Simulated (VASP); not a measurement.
# Mg in VASP: notebook

Mg is run at these levels: PBEsol, RPBE, revPBE, BLYP; tasks: single point.

Everything below comes from runs of VASP 6.6.1. Logs are shortened: lines on timing, memory, paths and dates and some standing lists are left out, and cuts for length are marked.

## 1. The cell of the first run

Symmetry: P6_3/mmc, No. 194, hexagonal system. Conventional cell: a = 3.239 Å, b = 3.239 Å, c = 10.521 Å, α = 90.00°, β = 90.00°, γ = 120.00°. Within 4.2 Å of Mg (site symmetry -6m2) lie 12 Mg at 3.23 to 3.24 Å. Within 4.2 Å of Mg (site symmetry -3m) lie 12 Mg at 3.23 to 3.24 Å.

## 2. Single point, PBEsol

File INCAR:

```
PREC = Accurate
ENCUT = 520
EDIFF = 1E-6
ISMEAR = -1
SIGMA = 0.05
LREAL = False
LASPH = True
NELM = 80
ALGO = Normal
ISIF = 2
LWAVE = False
LCHARG = True
GGA = PS
LELF = True
LVHAR = True
NBANDS = 12
```

File KPOINTS:

```
regular mesh
0
Gamma
  10 10 3
```

File POSCAR:

```
Mg
1.0
    3.2391326931      0.0000000000      0.0000000000
   -1.6195663465      2.8051711984      0.0000000000
    0.0000000000      0.0000000000     10.5212440182
Mg
4
Direct
    0.6666666667      0.3333333333      0.7500000000
    0.0000000000      0.0000000000      0.5000000000
    0.3333333333      0.6666666667      0.2500000000
    0.0000000000      0.0000000000      0.0000000000
```

Potentials or basis: VASP PAW PBE potentials, release 64 (Mg).

On the command line:

```
cat potpaw_PBE.64/Mg/POTCAR > POTCAR
mpirun -np 1 vasp_std > vasp.out
```

OUTCAR:

```text
PREC = Accurate
   ENCUT = 520
   EDIFF = 1E-6
   ISMEAR = -1
   LREAL = False
   LASPH = True
   NELM = 80
   ISIF = 2
   GGA = PS

 ion  position               nearest neighbor table
   1  0.667  0.333  0.750-   2 3.23   4 3.23   2 3.23   4 3.23   2 3.23   4 3.23
   2  0.000  0.000  0.500-   1 3.23   3 3.23   3 3.23   1 3.23   1 3.23   3 3.23
   3  0.333  0.667  0.250-   2 3.23   4 3.23   2 3.23   4 3.23   2 3.23   4 3.23
   4  0.000  0.000  0.000-   1 3.23   3 3.23   3 3.23   1 3.23   1 3.23   3 3.23

  LATTYP: Found a hexagonal cell.
 ALAT       =     3.2391326931
 C/A-ratio  =     3.2481670296

  Lattice vectors:

 A1 = (   3.2391326931,   0.0000000000,   0.0000000000)
 A2 = (  -1.6195663465,   2.8051711984,   0.0000000000)
 A3 = (   0.0000000000,   0.0000000000,  10.5212440182)

Analysis of symmetry for initial positions (statically):
=====================================================================
 Subroutine PRICEL returns:
 Original cell was already a primitive cell.

 Routine SETGRP: Setting up the symmetry group for a
 hexagonal supercell.

 Subroutine GETGRP returns: Found 24 space group operations
 (whereof 12 operations were pure point group operations)
 out of a pool of 24 trial point group operations.

The static configuration has the point symmetry D_3d.
 The point group associated with its full space group is D_6h.

Analysis of symmetry for dynamics (positions and initial velocities):
=====================================================================
 Subroutine PRICEL returns:
 Original cell was already a primitive cell.

 Routine SETGRP: Setting up the symmetry group for a
 hexagonal supercell.

 Subroutine GETGRP returns: Found 24 space group operations
 (whereof 12 operations were pure point group operations)
 out of a pool of 24 trial point group operations.

The dynamic configuration has the point symmetry D_3d.
 The point group associated with its full space group is D_6h.

 Subroutine INISYM returns: Found 24 space group operations
 (whereof 12 operations are pure point group operations),
 and found     1 'primitive' translations

----------------------------------------------------------------------------------------

                                     Primitive cell

  volume of cell :      95.5994

  direct lattice vectors                    reciprocal lattice vectors
     3.239132693  0.000000000  0.000000000     0.308724617  0.178242241  0.000000000
    -1.619566347  2.805171198  0.000000000     0.000000000  0.356484481  0.000000000
     0.000000000  0.000000000 10.521244018     0.000000000  0.000000000  0.095045795

  length of vectors
     3.239132693  3.239132693 10.521244018     0.356484481  0.356484481  0.095045795

  position of ions in fractional coordinates (direct lattice)
     0.666666667  0.333333333  0.750000000
     0.000000000  0.000000000  0.500000000
     0.333333333  0.666666667  0.250000000
     0.000000000  0.000000000  0.000000000

  ion indices of the primitive-cell ions
   primitive index   ion index
                 1           1
                 2           2
                 3           3
                 4           4

----------------------------------------------------------------------------------------

 KPOINTS: regular mesh

Automatic generation of k-mesh.
 Grid dimensions read from file:
 generate k-points for:   10   10    3

 Generating k-lattice:

  Cartesian coordinates                     Fractional coordinates (reciprocal lattice)
     0.030872462  0.017824224  0.000000000     0.100000000  0.000000000  0.000000000
     0.000000000  0.035648448  0.000000000     0.000000000  0.100000000  0.000000000
     0.000000000  0.000000000  0.031681932     0.000000000  0.000000000  0.333333333

  Length of vectors
     0.035648448  0.035648448  0.031681932

  Shift w.r.t. Gamma in fractional coordinates (k-lattice)
     0.000000000  0.000000000  0.000000000

 Subroutine IBZKPT returns following result:
 ===========================================

 Found     28 irreducible k-points:

 Following reciprocal coordinates:
            Coordinates               Weight
  0.000000  0.000000  0.000000      1.000000
  0.100000  0.000000  0.000000      6.000000
  0.200000  0.000000  0.000000      6.000000
  0.300000  0.000000  0.000000      6.000000
  0.400000  0.000000  0.000000      6.000000
  0.500000 -0.000000  0.000000      3.000000
[... 16 lines left out ...]
  0.300000  0.100000  0.333333     24.000000
  0.400000  0.100000  0.333333     24.000000
 [... further k-points ...]
   k-points           NKPTS =     28   k-points in BZ     NKDIM =     28   number of bands    NBANDS=     12
   number of dos      NEDOS =    301   number of ions     NIONS =      4
   total plane-waves  NPLWV =  46080
   dimension x,y,z NGX =    24 NGY =   24 NGZ =   80
   dimension x,y,z NGXF=    48 NGYF=   48 NGZF=  160
   ions per type =               4
   NGX,Y,Z   is equivalent  to a cutoff of  12.32, 12.32, 12.64 a.u.
   NGXF,Y,Z  is equivalent  to a cutoff of  24.64, 24.64, 25.28 a.u.
 SYSTEM =  unknown system
   PREC   = accura    normal or accurate (medium, high low for compatibility)
   ISTART =      0    job   : 0-new  1-cont  2-samecut
   ICHARG =      2    charge: 1-file 2-atom 10-const
   ISPIN  =      1    spin polarized calculation?
   LNONCOLLINEAR =      F non collinear calculations
   LSORBIT =      F    spin-orbit coupling
   LASPH  =      T    aspherical Exc in radial PAW
   ENCUT  =  520.0 eV  38.22 Ry    6.18 a.u.   6.02  6.02 19.56*2*pi/ulx,y,z
   NELM   =     80;   NELMIN=  2; NELMDL= -5     # of ELM steps
   EDIFF  = 0.1E-05   stopping-criterion for ELM
   LREAL  =      F    real-space projection
   EDIFFG = 0.1E-04   stopping-criterion for IOM
   NSW    =      0    number of steps for IOM
   IBRION =     -1    ionic relax: 0-MD 1-quasi-New 2-CG
   NFREE  =      0    steps in history (QN), initial steepest desc. (CG)
   ISIF   =      2    stress and relaxation
   ISYM   =      2    0-nonsym 1-usesym 2-fastsym
   POTIM  = 0.5000    time-step for ionic-motion
   TEBEG  =    0.0;   TEEND  =   0.0 temperature during run
   PSTRESS=    0.0 pullay stress
   NELECT =       8.0000    total number of electrons
   NUPDOWN=      -1.0000    fix difference up-down
   EMIN   =  10.00;   EMAX   =-10.00  energy-range for DOS
   EFERMI =   0.00;   METHOD = LEGACY
   ISMEAR =    -1;   SIGMA  =   0.05  broadening in eV -4-tet -1-fermi 0-gaus
   EFERMI_NEDOS =   21; number of points for ismear=-14 and -15
   IALGO  =     38    algorithm
   IMIX   =      4    mixing-type and parameters
     AMIX     =   0.40;   BMIX     =  1.00
     AMIX_MAG =   1.60;   BMIX_MAG =  1.00
  volume/ion in A,a.u.               =      23.90       161.28
  Fermi-wavevector in a.u.,A,eV,Ry     =   0.716066  1.353169  6.976396  0.512751
  Thomas-Fermi vector in A             =   1.804390
   LORBIT       =      0    0 simple, 1 ext, 2 COOP (PROOUT), +10 PAW based schemes
   GGA     = PS    functional components
   LHFCALC =     F    Hartree Fock is set to
   AEXX    =    0.0000 exact exchange contribution
   IVDW    =     0    specifies the selected vdW correction
   LEPSILON=     F    determine dielectric tensor
   LRPA    =     F    only Hartree local field effects (RPA)
 non-spin polarized calculation
  energy-cutoff  :      520.00
  volume of cell :       95.60
 maximum number of plane-waves:      2608
   NGX = 13   NGY = 13   NGZ = 39

 number of electron       8.0000000 magnetization

 Free energy of the ion-electron system (eV)
  ---------------------------------------------------
  ext. energy  EPLUGINS =         0.00000000
  ---------------------------------------------------
  free energy    TOTEN  =        -6.84515626 eV

  energy without entropy =       -6.82844265  energy(sigma->0) =       -6.83679945

 E-fermi :   2.4866     XC(G=0):  -8.4086

 val. band max:        2.4824759096   @ k =   0.3000   0.3000   0.0000
 cond. band min:       2.5466437521   @ k =   0.3000   0.3000   0.3333
 fundamental gap:      0.0641678425
 Fermi energy:         2.4865888887

 k-point     1 :       0.0000    0.0000    0.0000
  band No.  band energies     occupation
      1      -4.3710      2.00000
      2      -3.0174      2.00000
      3      -3.0165      2.00000
      4       0.7645      2.00000
      5       1.1428      2.00000
      6       7.2832      0.00000
      7       7.2916      0.00000
      8      13.0920      0.00000
      9      13.0920      0.00000
     10      13.1113      0.00000
     11      13.1113      0.00000
     12      13.8619      0.00000

 k-point     2 :       0.1000    0.0000    0.0000
  band No.  band energies     occupation
      1      -4.1794      2.00000
      2      -2.8284      2.00000
      3      -2.8275      2.00000
      4       0.9401      2.00000
      5       1.3296      2.00000
      6       7.4262      0.00000
      7       7.4450      0.00000
      8      10.3996      0.00000
      9      11.4475      0.00000
     10      11.5183      0.00000
     11      11.6455      0.00000
     12      12.6133      0.00000

 k-point     3 :       0.2000    0.0000    0.0000
  band No.  band energies     occupation
      1      -3.6069      2.00000
      2      -2.2638      2.00000
      3      -2.2627      2.00000
      4       1.4671      2.00000
      5       1.8804      1.99999
      6       7.2006      0.00000
      7       7.7472      0.00000
      8       8.1634      0.00000
      9       8.6438      0.00000
     10       8.8541      0.00000
     11      10.5101      0.00000
     12      11.1489      0.00000
[... 286 lines left out ...]
 k-point    23 :       0.3000    0.1000    0.3333
  band No.  band energies     occupation
      1      -1.7615      2.00000
      2      -1.3203      2.00000
      3       0.4192      2.00000
      4       1.6856      2.00000
      5       3.6994      0.00000
      6       4.1145      0.00000
      7       5.2634      0.00000
      8       5.8330      0.00000
      9       6.8386      0.00000
     10       7.0652      0.00000
     11       7.7794      0.00000
     12       8.1464      0.00000

 k-point    24 :       0.4000    0.1000    0.3333
  band No.  band energies     occupation
      1      -0.2810      2.00000
      2       0.1499      2.00000
      3       1.5089      2.00000
      4       1.6757      2.00000
      5       2.2151      1.99127
      6       3.1377      0.00000
      7       3.8058      0.00000
      8       4.9638      0.00000
      9       6.3569      0.00000
     10       7.0281      0.00000
     11       7.5749      0.00000
     12       8.3755      0.00000

 [... further k-points ...]
[... 5 lines left out ...]
  --------------------------------------------------------------------------------------
  -------------------------------------------------------------------------------------
  Total       -1.2829460     -1.2829460     -0.6971212     -0.0000000      0.0000000      0.0000000
  in kB      -21.5012523    -21.5012523    -11.6832500     -0.0000000      0.0000000      0.0000000
  external PRESSURE =     -18.2285849 kB  Pullay stress =       0.0000000 kB

 VOLUME and BASIS-vectors are now :
 -----------------------------------------------------------------------------
  energy-cutoff  :      520.00
  volume of cell :       95.60
      direct lattice vectors                 reciprocal lattice vectors
     3.239132693  0.000000000  0.000000000     0.308724617  0.178242241  0.000000000
    -1.619566347  2.805171198  0.000000000     0.000000000  0.356484481  0.000000000
     0.000000000  0.000000000 10.521244018     0.000000000  0.000000000  0.095045795

 POSITION                                       TOTAL-FORCE (eV/Angst)
 -----------------------------------------------------------------------------------
      1.61957      0.93506      7.89093         0.000000     -0.000000     -0.000000
      0.00000      0.00000      5.26062         0.000000     -0.000000     -0.000000
     -0.00000      1.87011      2.63031        -0.000000      0.000000      0.000000
      0.00000      0.00000      0.00000         0.000000     -0.000000     -0.000000
 -----------------------------------------------------------------------------------
    total drift:                               -0.000000     -0.000000      0.000000

  FREE ENERGIE OF THE ION-ELECTRON SYSTEM (eV)
  ---------------------------------------------------
  free  energy   TOTEN  =        -6.8451562576 eV

  energy  without entropy=       -6.8284426483  energy(sigma->0) =       -6.83679945
```

It took 39 s on 1 thread of Intel Xeon 6975P-C, shared host; peak memory 0.2 GiB.

What came out:

```
Free energy            : -6.8452 eV
Pressure               : -1.8 GPa
Band gap on the k mesh : zero (band 4 reaches 3.04 eV, above the bottom of band 5 at 1.14 eV)
```

Caveat: the PAW data sets were made with another functional, which shifts forces and pressure a little.

## 3. Single point, PBEsol (atoms moved at random)

File INCAR:

```
PREC = Accurate
ENCUT = 520
EDIFF = 1E-6
ISMEAR = -1
SIGMA = 0.05
LREAL = F
LASPH = T
NELM = 80
ALGO = Fast
ISIF = 2
LWAVE = F
LCHARG = T
GGA = PS
LELF = T
LVHAR = T
NBANDS = 12
```

File KPOINTS:

```
Automatic mesh
0
Gamma
  10 10 3
```

File POSCAR:

```
Mg
1.0
    3.1768261656      0.0000000000      0.0000000000
   -1.5884130828      2.7512121628      0.0000000000
    0.0000000000      0.0000000000     10.3188620100
Mg
4
Direct
    0.6626000000      0.3256080000      0.7473920000
   -0.0059090000     -0.0164410000      0.5014690000
    0.3241570000      0.6757900000      0.2561080000
   -0.0182520000     -0.0028680000      0.0003590000
```

Potentials or basis: VASP PAW PBE potentials, release 64 (Mg).

On the command line:

```
cat potpaw_PBE.64/Mg/POTCAR > POTCAR
mpirun -np 1 vasp_std > vasp.out
```

It took 2.5 min on 1 thread of Intel Xeon 6975P-C, shared host; peak memory 0.3 GiB.

It converged, with:

* Free energy: -6.8661 eV
* Pressure: 0.2 GPa
* Largest force: 0.177 eV/Å
* Band gap on the k mesh: zero (band 4 reaches 3.33 eV, above the bottom of band 5 at 1.44 eV)

Forces on the atoms (eV/Å):
```
Mg  -0.014 -0.005  0.119
Mg  -0.028  0.038  0.013
Mg   0.019 -0.036 -0.172
Mg   0.023  0.004  0.040
```

Stress tensor (GPa, compression positive):
```
-0.06 -0.07 -0.02
-0.07 -0.21  0.01
-0.02  0.01  0.76
```

Levels at points of the mesh, in eV from the Fermi level:
```
           k point  band 1  band 2  band 3  band 4  band 5  band 6  band 7  band 8  band 9
(0.00, 0.00, 0.00)   -7.11   -5.71   -5.69   -1.82   -1.34    4.97    4.98   10.95   10.95
(0.50, 0.00, 0.00)   -2.27   -2.26   -1.19   -1.16   -0.61   -0.58    2.67    2.85    3.34
(0.00, 0.50, 0.00)   -2.27   -2.25   -1.19   -1.16   -0.62   -0.58    2.67    2.85    3.33
(0.50, 0.50, 0.00)   -2.27   -2.26   -1.20   -1.18   -0.60   -0.56    2.69    2.83    3.37
```

Caveat: the cell differs from its parent crystal (atoms moved at random); the PAW data sets were made with another functional, which shifts forces and pressure a little.

## 4. Single point, RPBE

This run uses another cell than the first one, of 22.55 Å³/atom, 0.943 times its volume.

File INCAR:

```
SYSTEM = Mg
  PREC = Accurate
  ENCUT = 520
  EDIFF = 1E-7
  ISMEAR = -1
  SIGMA = 0.05
  LREAL = .False.
  LASPH = .True.
  NELM = 100
  ALGO = Fast
  ISIF = 2
  LWAVE = .False.
  LCHARG = .False.
  GGA = RP
  NBANDS = 12
```

File KPOINTS:

```
Automatic mesh
0
Gamma
  10 10 3
  0 0 0
```

File POSCAR:

```
Mg
1.0
    3.1768261656      0.0000000000      0.0000000000
   -1.5884130828      2.7512121628      0.0000000000
    0.0000000000      0.0000000000     10.3188620100
Mg
4
Direct
    0.6666666667      0.3333333333      0.7500000000
    0.0000000000      0.0000000000      0.5000000000
    0.3333333333      0.6666666667      0.2500000000
    0.0000000000      0.0000000000      0.0000000000
```

On the command line:

```
cat potpaw_PBE.64/Mg/POTCAR > POTCAR
mpirun -np 1 vasp_std > vasp.out
```

Run time: 26 s. Hardware: 1 thread of AMD EPYC 7R43 (Zen 3), shared host; peak memory 0.16 GiB.

The run converged. Its results:

```yaml
Free_energy: -5.3196 eV
Pressure: 1.9 GPa
Band_gap_on_the_k_mesh: zero (band 4 reaches 3.46 eV, above the bottom of band 5 at 1.62 eV)
```

Stress tensor (GPa, compression positive):
```
1.67 0.00 0.00
0.00 1.67 0.00
0.00 0.00 2.40
```

Levels at points of the mesh, in eV from the Fermi level:
| k point | band 1 | band 2 | band 3 | band 4 | band 5 | band 6 | band 7 | band 8 | band 9 |
| --- | --- | --- | --- | --- | --- | --- | --- | --- | --- |
| (0.00, 0.00, 0.00) | -7.11 | -5.71 | -5.70 | -1.84 | -1.32 | 4.98 | 4.99 | 10.99 | 10.99 |
| (0.50, 0.00, 0.00) | -2.28 | -2.25 | -1.22 | -1.18 | -0.60 | -0.56 | 2.66 | 2.82 | 3.38 |

Caveat: the PAW data sets were made with another functional, which shifts forces and pressure a little.

(Continued in part 2 of 2.)
